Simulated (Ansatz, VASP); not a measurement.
Two plane-wave programs on ZrTi2C3

Contents of INCAR:

```
ALGO = Normal
EDIFF = 1E-6
ENCUT = 520
GGA = PE
ISIF = 2
ISMEAR = 0
ISPIN = 2
LASPH = T
LCHARG = F
LMAXMIX = 4
LORBIT = 11
LREAL = F
LWAVE = F
MAGMOM = 1 1 1 0 0 0
NBANDS = 37
NELM = 150
PREC = Accurate
SIGMA = 0.1
```

File KPOINTS:

```
k-points
0
Gamma
  8 8 8
```

The input POSCAR:

```
ZrTi2C3
1.0
   -1.5886337818      1.5886337818      6.6834973614
    1.5886337818     -1.5886337818      6.6834973614
    1.5886337818      1.5886337818     -6.6834973614
Zr Ti C
1 2 3
Direct
    0.0000000000      0.0000000000      0.0000000000
    0.6705901767      0.6705901767      0.0000000000
    0.3294098233      0.3294098233      0.0000000000
    0.8279857603      0.8279857603      0.0000000000
    0.5000000000      0.5000000000      0.0000000000
    0.1720142397      0.1720142397      0.0000000000
```

Input for Ansatz:

```yaml
crystal:
  lattice:
    - [-1.5886337818, 1.5886337818, 6.6834973614]
    - [1.5886337818, -1.5886337818, 6.6834973614]
    - [1.5886337818, 1.5886337818, -6.6834973614]
  atoms:
    - { symbol: Zr, position: [0.0, 0.0, 0.0], spin: 1.0 }
    - { symbol: Ti, position: [0.6705901767, 0.6705901767, 0.0], spin: 1.0 }
    - { symbol: Ti, position: [0.3294098233, 0.3294098233, 0.0], spin: 1.0 }
    - { symbol: C, position: [0.8279857603, 0.8279857603, 0.0] }
    - { symbol: C, position: [0.5, 0.5, 0.0] }
    - { symbol: C, position: [0.1720142397, 0.1720142397, 0.0] }
basis:
  ecutwfc: 420
kpoints:
  mp_grid: { grid: [8, 8, 8] }
hamiltonian:
  xc: pbe
scf:
  occupations: { method: gaussian, width: 0.1 }
  lower_state_search: "off"
output:
  forces: true
  stress: true
  eigenvalues: true
  populations: true
magnetization:
  spin_polarized: true
```

Alike in both runs: task single point; functional PBE; k mesh 8 × 8 × 8; occupations gaussian, width 0.1 eV; collinear spin.

```csv
,VASP,Ansatz
version,VASP 6.6.1,Ansatz 0.2.0
potentials or method,"VASP PAW PBE potentials, release 64 (Zr_sv, Ti_sv, C), cutoff 520 eV","scalar-relativistic, plane waves, PAW"
valence electrons in the cell,48,48
```

```tsv
	VASP	Ansatz	Ansatz less VASP
gap on the k mesh at the Fermi level (eV)	none	none	-
pressure (GPa)	0.1	-0.1	-0.25
traceless stress, the component that is largest in VASP (GPa)	0.23	0.21	-0.024
rms of the force components (eV/Å)	0.014	0.012	-0.0012
net moment per atom (μB)	0.00	0.00	0.000
```

Atom by atom the forces differ by 0.002 eV/Å (rms over components). A gap of «none» marks a metal or a gap that the smearing closes. With one functional, cell and mesh, what is left measures potentials, basis and numerics. Ansatz's warnings: seeded moment not kept.
